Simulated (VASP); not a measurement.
# Ir (I4/mmm) in VASP: notebook, part 3 of 3

VASP 6.6.1. Earlier steps stand in the parts before.

**6. Single point, r2SCAN (strain +0.000 along x and y, -0.080 along z)**

Contents of POSCAR:

```
Ir
1.0
    0.0000000000      1.9197000000      1.7661240000
    1.9197000000      0.0000000000      1.7661240000
    1.9197000000      1.9197000000      0.0000000000
Ir
1
Direct
    0.0000000000      0.0000000000      0.0000000000
```

Contents of INCAR.step1:

```
PREC     = Accurate       # precision mode
ENCUT    = 520            # plane-wave cutoff, eV
ISMEAR   = 0              # smearing method
SIGMA    = 0.15           # smearing width, eV
LREAL    = False          # projectors in reciprocal space
LASPH    = True           # aspherical terms in the spheres
NELM     = 80             # most SCF steps
NBANDS   = 10             # bands
GGA      = PE             # functional
ALGO     = Normal         # electronic algorithm
EDIFF    = 1E-4           # SCF threshold, eV
LWAVE    = True           # write WAVECAR
LCHARG   = False          # write CHGCAR
```

Contents of INCAR.step2:

```
PREC     = Accurate       # precision mode
ENCUT    = 520            # plane-wave cutoff, eV
EDIFF    = 1E-6           # SCF threshold, eV
ISMEAR   = 0              # smearing method
SIGMA    = 0.15           # smearing width, eV
LREAL    = False          # projectors in reciprocal space
LASPH    = True           # aspherical terms in the spheres
NELM     = 80             # most SCF steps
ALGO     = Normal         # electronic algorithm
ISIF     = 2              # what is computed and relaxed
LWAVE    = False          # write WAVECAR
LCHARG   = True           # write CHGCAR
METAGGA  = R2SCAN         # meta-GGA
LMIXTAU  = True         
LELF     = True           # ELF
LVHAR    = True         
NBANDS   = 10             # bands
ISTART   = 1
```

Contents of KPOINTS:

```
regular mesh
0
Gamma
  22 22 22
```

Potentials or basis: VASP PAW PBE potentials, release 64 (Ir).

The run is started by

```console
cat potpaw_PBE.64/Ir/POTCAR > POTCAR
cp INCAR.step1 INCAR
mpirun -np 1 vasp_std > vasp.out
cp INCAR.step2 INCAR
mpirun -np 1 vasp_std > vasp.out
```

OUTCAR:

```text
PREC = Accurate
   ENCUT = 520
   EDIFF = 1E-6
   ISMEAR = 0
   LREAL = False
   LASPH = True
   NELM = 80
   ISIF = 2
   METAGGA = R2SCAN
   ISTART = 1

 ion  position               nearest neighbor table
   1  0.000  0.000  0.000-

  LATTYP: Found a body centered tetragonal cell.
 ALAT       =     2.7148657757
 C/A-ratio  =     1.3010764774

  Lattice vectors:

 A1 = (   0.0000000000,  -1.9197000000,  -1.7661240000)
 A2 = (   0.0000000000,   1.9197000000,  -1.7661240000)
 A3 = (   1.9197000000,   0.0000000000,   1.7661240000)

[... 481 lines left out ...]
      2       6.4133      2.00000
      3       7.5632      2.00000
      4      10.2110      2.00000
      5      12.8982      0.00000
      6      12.9806      0.00000
      7      20.5916      0.00000
      8      26.3968      0.00000
      9      32.8722      0.00000
     10      33.9544      0.00000

 [... further k-points ...]
[... 5 lines left out ...]
  --------------------------------------------------------------------------------------
  -------------------------------------------------------------------------------------
  Total        2.7994672      2.7994672      5.8110279      0.0000000     -0.0000000     -0.0000000
  in kB      344.5625325    344.5625325    715.2298360      0.0000000     -0.0000000     -0.0000000
  external PRESSURE =     468.1183003 kB  Pullay stress =       0.0000000 kB

 VOLUME and BASIS-vectors are now :
 -----------------------------------------------------------------------------
  energy-cutoff  :      520.00
  volume of cell :       13.02
      direct lattice vectors                 reciprocal lattice vectors
     0.000000000  1.919700000  1.766124000    -0.260457363  0.260457363  0.283105829
     1.919700000  0.000000000  1.766124000     0.260457363 -0.260457363  0.283105829
     1.919700000  1.919700000  0.000000000     0.260457363  0.260457363 -0.283105829

 POSITION                                       TOTAL-FORCE (eV/Angst)
 -----------------------------------------------------------------------------------
      0.00000      0.00000      0.00000        -0.000000     -0.000000      0.000000
 -----------------------------------------------------------------------------------
    total drift:                                0.000000      0.000000     -0.000000

  FREE ENERGIE OF THE ION-ELECTRON SYSTEM (eV)
  ---------------------------------------------------
  free  energy   TOTEN  =       -52.1175105363 eV

  energy  without entropy=      -52.1072287188  energy(sigma->0) =      -52.11236963
```

OUTCAR.step1:

```text
PREC = Accurate
   ENCUT = 520
   ISMEAR = 0
   LREAL = False
   LASPH = True
   NELM = 80
[... 527 lines left out ...]

 POSITION                                       TOTAL-FORCE (eV/Angst)
 -----------------------------------------------------------------------------------
      0.00000      0.00000      0.00000         0.000000      0.000000     -0.000000
 -----------------------------------------------------------------------------------
    total drift:                                0.000000      0.000000     -0.000000

  FREE ENERGIE OF THE ION-ELECTRON SYSTEM (eV)
  ---------------------------------------------------
  free  energy   TOTEN  =        -8.5547556792 eV

  energy  without entropy=       -8.5441321488  energy(sigma->0) =       -8.54944391
```

OSZICAR.step1:

```text
N       E                     dE             d eps       ncg     rms          rms(c)
DAV:   1     0.497565173918E+02    0.49757E+02   -0.44368E+03 16840   0.830E+02
DAV:   2    -0.820027846459E+01   -0.57957E+02   -0.55300E+02 17132   0.203E+02
DAV:   3    -0.905279043911E+01   -0.85251E+00   -0.84875E+00 19482   0.298E+01
DAV:   4    -0.906049968281E+01   -0.77092E-02   -0.77078E-02 19068   0.261E+00
DAV:   5    -0.906064601004E+01   -0.14633E-03   -0.14632E-03 19570   0.340E-01    0.194E+01
DAV:   6    -0.865978059522E+01    0.40087E+00   -0.56564E-01 18736   0.948E+00    0.867E+00
DAV:   7    -0.856117023631E+01    0.98610E-01   -0.25375E-01 21096   0.585E+00    0.147E+00
DAV:   8    -0.855568962406E+01    0.54806E-02   -0.29461E-03 18760   0.720E-01    0.494E-01
DAV:   9    -0.855474783368E+01    0.94179E-03   -0.99910E-04 19500   0.450E-01    0.185E-02
DAV:  10    -0.855475567917E+01   -0.78455E-05   -0.68521E-06  8798   0.246E-02
   1 F= -.85547557E+01 E0= -.85494439E+01  d E =-.106235E-01
```

Run time: 2.5 min. Hardware: 1 thread of Intel Xeon 6975P-C (Granite Rapids), shared host; peak memory 0.22 GiB.

What came out:

```yaml
Free_energy: -52.1175 eV
Pressure: 46.8 GPa
```

Levels at points of the mesh, in eV from the Fermi level:
```
           k point  band 1  band 2  band 3  band 4  band 5  band 6  band 7  band 8  band 9
(0.00, 0.00, 0.00)  -12.43   -4.83   -4.83   -3.66   -2.24   -0.69   15.07   20.30   20.30
(0.50, 0.00, 0.00)   -9.32   -5.33   -3.95   -0.84    0.74    1.53    8.72   14.46   20.98
(0.50, 0.50, 0.00)   -9.17   -8.69    1.01    1.91    1.91    3.27   11.75   11.75   14.08
(0.50, 0.00, 0.50)   -9.25   -8.46    0.95    1.22    1.23    2.36   11.58   12.77   14.10
```

Caveat: the cell differs from its parent crystal (strain +0.000 along x and y, -0.080 along z); the PAW data sets were made with another functional, which shifts forces and pressure a little; spin-orbit coupling is left out, which moves the levels of the heavy elements.

**7. Overview**

| cell | gap on the mesh (eV) | pressure (GPa) |
| --- | --- | --- |
| a = 2.774, b = 2.774, c = 2.932 Å, angles 58.1, 58.1, 63.8°, 1 atom | none | -27.3 |
| a = 2.826, b = 2.826, c = 2.932 Å, angles 58.7, 58.7, 62.5°, 1 atom | none | -36.2 |
| a = 2.666, b = 2.666, c = 2.498 Å, angles 62.1, 62.1, 55.9°, 1 atom | none | 78.9 |
| a = 2.724, b = 2.724, c = 2.498 Å, angles 62.7, 62.7, 54.6°, 1 atom | none | 57.0 |
| a = 2.609, b = 2.609, c = 2.715 Å, angles 58.6, 58.6, 62.7°, 1 atom | none | 46.8 |

Alike in all rows: task single point; level r2SCAN; potentials or basis VASP PAW PBE potentials, release 64 (Ir); no spin polarisation; k mesh 22 × 22 × 22; cutoff (eV) 520; smearing gaussian 0.15 eV.

Caveats: the PAW data sets were made with another functional, which shifts forces and pressure a little; spin-orbit coupling is left out, which moves the levels of the heavy elements.

Absolute energies hang on the potentials; compare differences alone.
